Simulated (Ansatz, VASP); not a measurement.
**Two plane-wave programs on YbBe5**

```
Yb Be
1.0
     0.00000    3.26174    3.26174
     3.26174    0.00000    3.26174
     3.26174    3.26174    0.00000
Yb Be
1 5
Direct
  0.00000 0.00000 0.00000
  0.25000 0.25000 0.25000
  0.13007 0.62331 0.62331
  0.62331 0.62331 0.62331
  0.62331 0.62331 0.13007
  0.62331 0.13007 0.62331
```

Change from the starting cell: species swapped into the ZrNi5 type (F-43m, No. 216).

Alike in both runs: functional PBE; k mesh 6 × 6 × 6; occupations gaussian, width 0.1 eV; no spin polarisation.

Ansatz relaxed the structure, and its values are those at the end. VASP's run is a single point on that final structure, the one shown.

```csv
,VASP,Ansatz
version,VASP 6.6.1,Ansatz 0.2.0
potentials or method,"VASP PAW PBE potentials, release 64 (Yb, Be), cutoff 520 eV","scalar-relativistic, plane waves, PAW"
valence electrons in the cell,34,34
```

|  | VASP | Ansatz | Ansatz less VASP |
| --- | --- | --- | --- |
| gap on the k mesh at the Fermi level (eV) | none | none | - |
| pressure (GPa) | -0.4 | 0.0 | +0.38 |
| rms of the force components (eV/Å) | 0.026 | 0.026 | +0.0001 |

A gap of «none» marks a metal or a gap that the smearing closes.

Spin-orbit coupling is off throughout.
